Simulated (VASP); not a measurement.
Write the native input for VASP 6.6.1 that does the following.

```
Task                   : single point
Functional             : PBEsol
Potentials or basis    : VASP PAW PBE potentials, release 64 (Sb)
Cutoff                 : 520 eV
k mesh                 : 14 × 14 × 14
Occupations            : fermi-dirac, width 0.05 eV
Spin                   : no spin polarisation
Dipole correction      : no
Further INCAR settings : ALGO = Normal; EDIFF = 1e-06; NBANDS = 8
```

The structure of Sb lies in POSCAR:

```
Sb
1.0
    2.4619456936      0.0000000000      0.0000000000
    0.0000000000      2.4619456936      0.0000000000
    0.0000000000      0.0000000000      2.4619456936
Sb
1
Direct
    0.0000000000      0.0000000000      0.0000000000
```

This cell differs from its parent crystal: volume scaled by 0.52.

One way to write it, as run:

INCAR

```
SYSTEM = Sb
PREC     = Accurate       ! precision mode
ENCUT    = 520            ! plane-wave cutoff, eV
EDIFF    = 1E-6           ! SCF threshold, eV
ISMEAR   = -1             ! smearing method
SIGMA    = 0.05           ! smearing width, eV
LREAL    = .False.        ! projectors in reciprocal space
LASPH    = .True.         ! aspherical terms in the spheres
NELM     = 80             ! most SCF steps
ALGO     = Normal         ! electronic algorithm
ISIF     = 2              ! what is computed and relaxed
LWAVE    = .False.        ! write WAVECAR
LCHARG   = .False.        ! write CHGCAR
GGA      = PS             ! functional
NBANDS   = 8              ! bands
```

KPOINTS

```
regular mesh
0
Gamma
  14 14 14
  0 0 0
```

Potentials or basis: VASP PAW PBE potentials, release 64 (Sb).

The run is started by

```sh
$ cat potpaw_PBE.64/Sb/POTCAR > POTCAR
$ mpirun -np 1 vasp_std > vasp.out
```

It gave:

```
Pressure : 189.6 GPa
```

Caveat: the PAW data sets were made with another functional, which shifts forces and pressure a little.

It took 4.7 s on 1 thread of AMD EPYC 9R45 96-Core Processor (Zen 5) (shared host), peak memory 0.1 GiB.
